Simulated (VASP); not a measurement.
Al, 1 atom in the cell. Symmetry: Im-3m, No. 229, cubic system. The conventional cell has a = 3.182 Å, b = 3.182 Å, c = 3.182 Å, α = 90.00°, β = 90.00°, γ = 90.00°. Within 3.6 Å of Al (site symmetry m-3m) lie 14 Al at 2.76 to 3.18 Å. 

| Quantity | Value |
| --- | --- |
| Program | VASP 6.6.1 |
| Task | relaxation of cell and atoms |
| Functional | PBEsol |
| Potentials or basis | VASP PAW PBE potentials, release 64 (Al) |
| Cutoff | 600 eV |
| k mesh | 12 × 12 × 12 |
| Occupations | fermi-dirac, width 0.05 eV |
| Spin | no spin polarisation |
| Target pressure | 20 GPa |
| Dipole correction | no |
| Further INCAR settings | ALGO = Normal; EDIFF = 1e-07; IBRION = 2; EDIFFG = -0.01; NSW = 60; ISIF = 3 |

Potentials or basis: VASP PAW PBE potentials, release 64 (Al).

Run with:

```console
$ cat potpaw_PBE.64/Al/POTCAR > POTCAR
$ mpirun -np 1 vasp_std > vasp.out
```

Hardware: 1 thread of Intel Xeon 8259CL (shared host).

Q: How long does it take, and how much memory?

A: Wall time 22 s on 1 thread of Intel Xeon 8259CL, with other jobs on the host, peak memory 0.14 GiB. Counts: scf iterations 35, k points 72, ion steps 6.
